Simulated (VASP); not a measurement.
Be:

```
CELL_PARAMETERS angstrom
-1.25312 1.25312 1.25312
1.25312 -1.25312 1.25312
1.25312 1.25312 -1.25312
ATOMIC_POSITIONS crystal
Be 0.00000 0.00000 0.00000
```

Base run:

```yaml
Program: VASP 6.6.1
Functional: PBE
Potentials_or_basis: VASP PAW PBE potentials, release 64 (Be)
Cutoff: 520 eV
k_mesh: 18 × 18 × 18
Occupations: gaussian, width 0.05 eV
Spin: no spin polarisation
```

Its results: band gap on the k mesh zero (band 1 reaches 11.89 eV, above the bottom of band 2 at 6.57 eV); pressure -0.7 GPa.

Task: The run is repeated on the same cell with these changes: functional from PBE to LDA; potentials or basis from VASP PAW PBE potentials, release 64 (Be) to VASP PAW LDA potentials, release 64 (Be). What comes out?

Result: Band gap on the k mesh zero (band 1 reaches 11.53 eV, above the bottom of band 2 at 6.30 eV); pressure -6.2 GPa.
